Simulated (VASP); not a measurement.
Runs of VASP 6.6.1 on InAs. The structure is that of space group I-4m2 (No. 119), or close to it. The cells are those of the table. 

| cell | gap on the mesh (eV) | pressure (GPa) |
| --- | --- | --- |
| a = 4.351, b = 3.940 Å, angles 63.1, 53.8, 63.1°, 2 atoms | none | (a) |
| a = 4.380, b = 4.176 Å, angles 61.5, 56.9, 61.5°, 2 atoms | none | -0.1 |
| a = 3.973, b = 4.316 Å, angles 57.1, 65.8, 57.1°, 2 atoms | 0.05 | (b) |
| a = 4.221, b = 3.823 Å, angles 63.1, 53.8, 63.1°, 2 atoms | none | 13.5 |
| a = 4.260, b = 4.062 Å, angles 61.5, 56.9, 61.5°, 2 atoms | none | 5.5 |
| a = 4.474, b = 4.051 Å, angles 63.1, 53.8, 63.1°, 2 atoms | none | -0.4 |

Alike in all rows: task single point; level PBEsol; potentials or basis VASP PAW PBE potentials, release 64 (In_d, As); no spin polarisation; k mesh 14 × 14 × 14; cutoff (eV) 520; smearing gaussian 0.15 eV.

Question: Estimate the missing entries.

Answer: (a) 5.0; (b) 13.3.

Caveats: semilocal functionals underestimate gaps, and a narrow one can read as zero; the PAW data sets were made with another functional, which shifts forces and pressure a little; spin-orbit coupling is left out, which moves the levels of the heavy elements; the cell stands under pressure (at least some runs); the stress differs along the axes, from -1 to 8 GPa (at least some runs); the smearing spreads over this small gap (at least some runs); the stress differs along the axes, from 8 to 16 GPa (at least some runs).

A k mesh can miss the band edges, and the runs leave out spin-orbit coupling on As, In.

A gap of «none» marks levels without a gap at the run's occupations.
